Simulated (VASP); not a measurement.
Input of a VASP 6.6.1 run:

POSCAR

```
KBr
1.0
    0.0000000000      3.3024387198      3.3024387198
    3.3024387198      0.0000000000      3.3024387198
    3.3024387198      3.3024387198      0.0000000000
K Br
1 1
Direct
    0.0000000000      0.0000000000      0.0000000000
    0.5000000000      0.5000000000      0.5000000000
```

The input INCAR.step1:

```
  ALGO = Normal
  EDIFF = 1E-5
  ENCUT = 520
  GGA = PE
  ISIF = 2
  ISMEAR = 0
  LASPH = T
  LCHARG = F
  LREAL = F
  LWAVE = T
  NBANDS = 15
  NELM = 80
  PREC = Accurate
  SIGMA = 0.01
```

INCAR.step2

```
  ALGO = Normal
  EDIFF = 1E-6
  ENCUT = 520
  GGA = PE
  HFSCREEN = 0.2079
  ISIF = 2
  ISMEAR = 0
  ISTART = 1
  LASPH = T
  LCHARG = F
  LHFCALC = T
  LREAL = F
  LWAVE = F
  NBANDS = 15
  NELM = 80
  PREC = Accurate
  PRECFOCK = Normal
  SIGMA = 0.01
```

KPOINTS

```
k-points
0
Gamma
  4 4 4
```

Potentials or basis: VASP PAW PBE potentials, release 64 (K_sv, Br).

Run with:

```console
$ cat potpaw_PBE.64/K_sv/POTCAR potpaw_PBE.64/Br/POTCAR > POTCAR
$ cp INCAR.step1 INCAR
$ mpirun -np 1 vasp_std > vasp.out
$ cp INCAR.step2 INCAR
$ mpirun -np 1 vasp_std > vasp.out
```

Question: Estimate the pressure.

Answer: 0.4 GPa.

Question: Estimate the band gap on the k mesh.

Answer: 5.59 eV.

Caveat: the PAW data sets were made with another functional, which shifts forces and pressure a little.
